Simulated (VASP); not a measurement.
# AlN (P6_3mc) in VASP: a series of runs

The runs below take AlN through vibrations by perturbation theory, with LDA.

All numbers are computed with VASP 6.6.1; they aren't measurements. Logs are shortened: lines on timing, memory, paths and dates and some standing lists are left out, and cuts for length are marked.

## 1. The cell of the first run

It takes space group P6_3mc (No. 186, hexagonal). Conventional cell: a = 3.030 Å, b = 3.030 Å, c = 4.823 Å, α = 90.00°, β = 90.00°, γ = 120.00°. Within 2.4 Å of Al (site symmetry 3m) lie 4 N at 1.84 to 1.85 Å. Within 2.4 Å of N (site symmetry 3m) lie 4 Al at 1.84 to 1.85 Å.

## 2. Vibrations by perturbation theory, LDA

Input file INCAR:

```
PREC = Accurate
ENCUT = 520
EDIFF = 1E-8
ISMEAR = 0
SIGMA = 0.01
LREAL = False
LASPH = True
NELM = 80
ALGO = Normal
ISIF = 2
LWAVE = False
LCHARG = False
IBRION = 8
NSW = 1
```

Input file KPOINTS:

```
Automatic mesh
0
Gamma
  8 8 4
```

Input file POSCAR:

```
AlN
1.0
    3.0297051255      0.0000000000      0.0000000000
   -1.5148525628      2.6238016047      0.0000000000
    0.0000000000      0.0000000000      4.8225057304
Al N
2 2
Direct
    0.3333333333      0.6666666667     -0.0017916371
    0.6666666667      0.3333333333      0.4982083629
    0.3333333333      0.6666666667      0.3817916371
    0.6666666667      0.3333333333      0.8817916371
```

Potentials or basis: VASP PAW LDA potentials, release 64 (Al, N).

Command:

```
> cat potpaw_LDA.64/Al/POTCAR potpaw_LDA.64/N/POTCAR > POTCAR
> mpirun -np 1 vasp_std > vasp.out
```

OUTCAR:

```text
PREC = Accurate
   ENCUT = 520
   EDIFF = 1E-8
   ISMEAR = 0
   LREAL = False
   LASPH = True
   NELM = 80
   ISIF = 2
   IBRION = 8
   NSW = 1

 ion  position               nearest neighbor table
   1  0.333  0.667  0.998-   4 1.84   4 1.84   4 1.84   3 1.85   2 2.98   2 2.98   2 2.98   2 2.98
                             2 2.98   2 2.98
   2  0.667  0.333  0.498-   3 1.84   3 1.84   3 1.84   4 1.85   1 2.98   1 2.98   1 2.98   1 2.98
                             1 2.98   1 2.98
   3  0.333  0.667  0.382-   2 1.84   2 1.84   2 1.84   1 1.85
   4  0.667  0.333  0.882-   1 1.84   1 1.84   1 1.84   2 1.85

  LATTYP: Found a hexagonal cell.
 ALAT       =     3.0297051255
 C/A-ratio  =     1.5917409552

  Lattice vectors:

 A1 = (   3.0297051255,   0.0000000000,   0.0000000000)
 A2 = (  -1.5148525628,   2.6238016047,   0.0000000000)
 A3 = (   0.0000000000,   0.0000000000,   4.8225057304)

Analysis of symmetry for initial positions (statically):
=====================================================================
 Subroutine PRICEL returns:
 Original cell was already a primitive cell.

 Routine SETGRP: Setting up the symmetry group for a
 hexagonal supercell.

 Subroutine GETGRP returns: Found 12 space group operations
 (whereof  6 operations were pure point group operations)
 out of a pool of 24 trial point group operations.

The static configuration has the point symmetry C_3v.
 The point group associated with its full space group is C_6v.

Analysis of symmetry for dynamics (positions and initial velocities):
=====================================================================
 Subroutine PRICEL returns:
 Original cell was already a primitive cell.

 Routine SETGRP: Setting up the symmetry group for a
 hexagonal supercell.

 Subroutine GETGRP returns: Found 12 space group operations
 (whereof  6 operations were pure point group operations)
 out of a pool of 24 trial point group operations.

The dynamic configuration has the point symmetry C_3v.
 The point group associated with its full space group is C_6v.

 Subroutine INISYM returns: Found 12 space group operations
 (whereof  6 operations are pure point group operations),
 and found     1 'primitive' translations

----------------------------------------------------------------------------------------

                                     Primitive cell

  volume of cell :      38.3358

  direct lattice vectors                    reciprocal lattice vectors
     3.029705126  0.000000000  0.000000000     0.330065125  0.190563189  0.000000000
    -1.514852563  2.623801605  0.000000000     0.000000000  0.381126377  0.000000000
     0.000000000  0.000000000  4.822505730     0.000000000  0.000000000  0.207361081

  length of vectors
     3.029705126  3.029705126  4.822505730     0.381126377  0.381126377  0.207361081

  position of ions in fractional coordinates (direct lattice)
     0.333333333  0.666666667  0.998208363
     0.666666667  0.333333333  0.498208363
     0.333333333  0.666666667  0.381791637
     0.666666667  0.333333333  0.881791637

  ion indices of the primitive-cell ions
[... 142 lines left out ...]
      6       6.4920      2.00000
      7       6.4920      2.00000
      8       6.8006      2.00000
      9      11.7622      0.00000
     10      14.0019      0.00000
     11      17.9820      0.00000
     12      18.2549      0.00000
[... 331 lines left out ...]
 k-point    24 :       0.3750    0.0000    0.5000
  band No.  band energies     occupation
      1      -6.4274      2.00000
      2      -6.4274      2.00000
      3       1.3285      2.00000
      4       1.3285      2.00000
      5       5.1848      2.00000
      6       5.1848      2.00000
      7       5.2916      2.00000
      8       5.2916      2.00000
      9      12.6265      0.00000
     10      12.6265      0.00000
     11      16.6148      0.00000
     12      16.6148      0.00000

 [... further k-points ...]

------------------------ aborting loop because EDIFF is reached ----------------------------------------

  FORCE on cell =-STRESS in cart. coord.  units (eV):
  Direction    XX          YY          ZZ          XY          YZ          ZX
  --------------------------------------------------------------------------------------
  -------------------------------------------------------------------------------------
  Total        3.8073893      3.8073893      3.7955442     -0.0000000      0.0000000      0.0000000
  in kB      159.1232945    159.1232945    158.6282503     -0.0000000      0.0000000      0.0000000
  external PRESSURE =     158.9582798 kB  Pullay stress =       0.0000000 kB

 VOLUME and BASIS-vectors are now :
 -----------------------------------------------------------------------------
  energy-cutoff  :      520.00
  volume of cell :       38.34
      direct lattice vectors                 reciprocal lattice vectors
     3.029705126  0.000000000  0.000000000     0.330065125  0.190563189  0.000000000
    -1.514852563  2.623801605  0.000000000     0.000000000  0.381126377  0.000000000
     0.000000000  0.000000000  4.822505730     0.000000000  0.000000000  0.207361081

 POSITION                                       TOTAL-FORCE (eV/Angst)
 -----------------------------------------------------------------------------------
     -0.00000      1.74920      4.81387        -0.000000      0.000000     -0.001356
      1.51485      0.87460      2.40261         0.000000     -0.000000     -0.001356
     -0.00000      1.74920      1.84119         0.000000     -0.000000      0.001356
      1.51485      0.87460      4.25245        -0.000000      0.000000      0.001356
 -----------------------------------------------------------------------------------
    total drift:                               -0.000000     -0.000000      0.000335

  FREE ENERGIE OF THE ION-ELECTRON SYSTEM (eV)
  ---------------------------------------------------
  free  energy   TOTEN  =       -32.7161342170 eV

  energy  without entropy=      -32.7161342170  energy(sigma->0) =      -32.71613422

[... ionic steps 2 to 9 ...]

--------------------------------------- Ionic step       10  -------------------------------------------

------------------------ aborting loop because EDIFF is reached ----------------------------------------

[... ionic steps 11 to 11 ...]

--------------------------------------- Ionic step       12  -------------------------------------------

 Free energy of the ion-electron system (eV)
  ---------------------------------------------------
  ---------------------------------------------------
  free energy    TOTEN  =        -0.25310256 eV

  energy without entropy =       -0.25310256

------------------------ aborting loop because EDIFF is reached ----------------------------------------

 INTERNAL STRAIN TENSOR  FOR ION    3  DIRECTION 3   (eV/Angst):
 -----------------------------------------------------------------------------
     8.08306 -0.00000 -0.00000
    -0.00000  8.08306 -0.00000
     0.00000 -0.00000-17.97666

 INTERNAL STRAIN TENSOR FOR ION    4 for displacements in x,y,z  (eV/Angst):
          X           Y           Z          XY          YZ          ZX
  --------------------------------------------------------------------------------
  x    -0.00000     0.00000    -0.00000    14.82045    -0.00000     7.63614
  y    14.82045   -14.82045     0.00000     0.00000     7.62196    -0.00000
  z     8.08306     8.08306   -17.97666    -0.00000     0.00000     0.00000

 SECOND DERIVATIVES (NOT SYMMETRIZED)
 ------------------------------------
               1X          1Y          1Z          2X          2Y          2Z          3X          3Y          3Z          4X          4Y          4Z
  1X   -19.871399    0.000000    0.000000    0.770907   -0.000000    0.000000    1.335989   -0.000000   -0.000000   17.764503   -0.000000    0.000000
  1Y     0.000000  -19.871399    0.000000   -0.000000    0.770907    0.000000   -0.000000    1.335989    0.000000   -0.000000   17.764503   -0.000000
  1Z     0.000000    0.000000  -24.994658   -0.000000   -0.000000    9.294354    0.000000   -0.000000    9.053520    0.000000    0.000000    6.646783
  2X     0.770907   -0.000000   -0.000000  -19.871399    0.000000   -0.000000   17.764503   -0.000000    0.000000    1.335989   -0.000000    0.000000
  2Y    -0.000000    0.770907   -0.000000    0.000000  -19.871399   -0.000000   -0.000000   17.764503    0.000000   -0.000000    1.335989   -0.000000
  2Z     0.000000    0.000000    9.294354    0.000000   -0.000000  -24.994658    0.000000   -0.000000    6.646783    0.000000    0.000000    9.053520
  3X     1.333946   -0.000000    0.000000   17.762569   -0.000000   -0.000000  -19.998337    0.000000   -0.000000    0.901821   -0.000000    0.000000
  3Y    -0.000000    1.333946   -0.000000   -0.000000   17.762569    0.000000    0.000000  -19.998337    0.000000   -0.000000    0.901821    0.000000
  3Z     0.000000   -0.000000    9.006477   -0.000000    0.000000    6.692049    0.000000    0.000000  -23.782495   -0.000000   -0.000000    8.083969
  4X    17.762569   -0.000000    0.000000    1.333946   -0.000000    0.000000    0.901821   -0.000000    0.000000  -19.998337    0.000000    0.000000
  4Y    -0.000000   17.762569    0.000000   -0.000000    1.333946    0.000000   -0.000000    0.901821   -0.000000    0.000000  -19.998337    0.000000
  4Z    -0.000000    0.000000    6.692049    0.000000    0.000000    9.006477    0.000000    0.000000    8.083969    0.000000   -0.000000  -23.782495

 Eigenvectors and eigenvalues of the dynamical matrix
 ----------------------------------------------------

   1 f  =   23.659961 THz   148.659921 2PiTHz  789.211355 cm-1    97.849693 meV
             X         Y         Z           dx          dy          dz
     -0.000000  1.749201  4.813866     0.000000    0.000000    0.083637
      1.514853  0.874601  2.402613     0.000000    0.000000   -0.083637
     -0.000000  1.749201  1.841192    -0.000000   -0.000000   -0.702143
      1.514853  0.874601  4.252445    -0.000000   -0.000000    0.702143
[... 71 lines left out ...]
  12 f/i=    0.001111 THz     0.006981 2PiTHz    0.037062 cm-1     0.004595 meV
             X         Y         Z           dx          dy          dz
     -0.000000  1.749201  4.813866     0.223877   -0.528240   -0.000000
      1.514853  0.874601  2.402613     0.223877   -0.528240   -0.000000
     -0.000000  1.749201  1.841192     0.161289   -0.380563   -0.000000
      1.514853  0.874601  4.252445     0.161289   -0.380563   -0.000000

--------------------------------------------------------------------------------------------------------

 ELASTIC MODULI CONTR FROM IONIC RELAXATION (kBar)
 Direction    XX          YY          ZZ          XY          YZ          ZX
 --------------------------------------------------------------------------------
 XX       -1238.2103    541.3526    774.9006      0.0000     -0.0000     -0.0000
 YY         541.3526  -1238.2103    774.9006      0.0000      0.0000      0.0000
 ZZ         774.9006    774.9006  -1723.3673     -0.0000     -0.0000     -0.0000
 XY           0.0000      0.0000     -0.0000   -889.7815     -0.0000      0.0000
 YZ          -0.0000      0.0000     -0.0000     -0.0000   -237.2065      0.0000
 ZX          -0.0000      0.0000     -0.0000     -0.0000      0.0000   -250.2394
 --------------------------------------------------------------------------------
```

It took 60 s on 1 thread of Intel Xeon 6975P-C (Granite Rapids), shared host; peak memory 0.27 GiB.

What came out:

- Highest phonon frequency at Γ, LO-TO splitting left out: 789 cm⁻¹

Phonon frequencies in cm⁻¹ (negative: imaginary):
```tsv
q point	frequencies
(0.000, 0.000, 0.000)	0 0 0 238 238 585 681 746 746 751 751 789
```

Caveat: the cell wasn't relaxed at this level first, which shifts response properties.

[end of part 1 of 2]
